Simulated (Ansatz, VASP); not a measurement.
# Two plane-wave programs on MgSb2

```xyz
6
Lattice="4.8493 -3.0360 0.0000 4.8493 3.0360 0.0000 0.0000 0.0000 5.7879" Properties=species:S:1:pos:R:3 pbc="T T T"
Mg    4.8493    1.1180    4.3410
Mg    4.8493   -1.1180    1.4470
Sb    3.2410   -1.8240    4.3410
Sb    6.4575   -1.8240    4.3410
Sb    3.2410    1.8240    1.4470
Sb    6.4575    1.8240    1.4470
```

Alike in both runs: task single point; functional PBEsol; dispersion D4; k mesh 4 × 4 × 4; occupations fermi-dirac, width 0.1 eV; no spin polarisation.

|  | VASP | Ansatz |
| --- | --- | --- |
| version | VASP 6.6.1 | Ansatz 0.2.0 |
| potentials or method | VASP PAW PBE potentials, release 64 (Mg, Sb), cutoff 520 eV | plane waves, PAW |
| valence electrons in the cell | 24 | 80 |

```csv
,VASP,Ansatz,Ansatz less VASP
pressure (GPa),-7.0,-7.0,+0.01
"traceless stress, the component that is largest in VASP (GPa)",-0.44,-0.43,+0.012
```

VASP's potentials were made for PBE, not for PBEsol. VASP's potentials hold 24 valence electrons a cell and Ansatz's 80, so a difference there can come from the potentials and not from the codes.

Spin-orbit coupling is off throughout.
